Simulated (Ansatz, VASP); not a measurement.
One calculation of Tc3Sn, two programs

File INCAR:

```
SYSTEM = Tc3Sn
PREC = Accurate ; ENCUT = 520
EDIFF = 1E-7 ; ISMEAR = -1
SIGMA = 0.05 ; LREAL = .FALSE.
LASPH = .TRUE. ; NELM = 100
ALGO = Normal ; ISIF = 2
LWAVE = .FALSE. ; LCHARG = .FALSE.
GGA = RP ; NBANDS = 34
```

The input KPOINTS:

```
Automatic mesh
0
G
  7 7 7
  0 0 0
```

The input POSCAR:

```
Tc3Sn
1.0
    4.4861600000      0.0000000000      0.0000000000
    2.2430800000      3.8851285254      0.0000000000
    2.2430800000      1.2950428418      3.6629343015
Tc Sn
3 1
Direct
    0.2500000000      0.2500000000      0.2500000000
    0.7500000000      0.7500000000      0.7500000000
    0.5000000000      0.5000000000      0.5000000000
    0.0000000000      0.0000000000      0.0000000000
```

Input for Ansatz:

```yaml
crystal:
  lattice:
    - [4.48616, 0.0, 0.0]
    - [2.2430800000000004, 3.885128525441597, 0.0]
    - [2.2430800000000004, 1.295042841813866, 3.662934301494727]
  atoms:
    - { symbol: Tc, position: [0.25000000000000017, 0.25, 0.24999999999999997] }
    - { symbol: Tc, position: [0.7500000000000001, 0.7499999999999999, 0.7500000000000001] }
    - { symbol: Tc, position: [0.5000000000000003, 0.5, 0.49999999999999994] }
    - { symbol: Sn, position: [0.0, 0.0, 0.0] }
basis:
  ecutwfc: 500.0
kpoints:
  mp_grid:
    grid: [7, 7, 7]
    shift: [0.0, 0.0, 0.0]
hamiltonian:
  xc: rpbe
scf:
  occupations:
    method: fermi_dirac
    width: 0.05
output:
  stress: true
```

Alike in both runs: task single point; functional RPBE; k mesh 7 × 7 × 7; occupations fermi-dirac, width 0.05 eV; no spin polarisation.

|  | VASP | Ansatz |
| --- | --- | --- |
| version | VASP 6.6.1 | Ansatz 0.2.0 |
| potentials or method | VASP PAW PBE potentials, release 64 (Tc_pv, Sn_d), cutoff 520 eV | plane waves, PAW |
| valence electrons in the cell | 53 | 59 |

```csv
,VASP,Ansatz,Ansatz less VASP
pressure (GPa),1.3,1.5,+0.24
```

VASP's potentials were made for PBE, not for RPBE. VASP's potentials hold 53 valence electrons a cell and Ansatz's 59, so a difference there can come from the potentials and not from the codes.
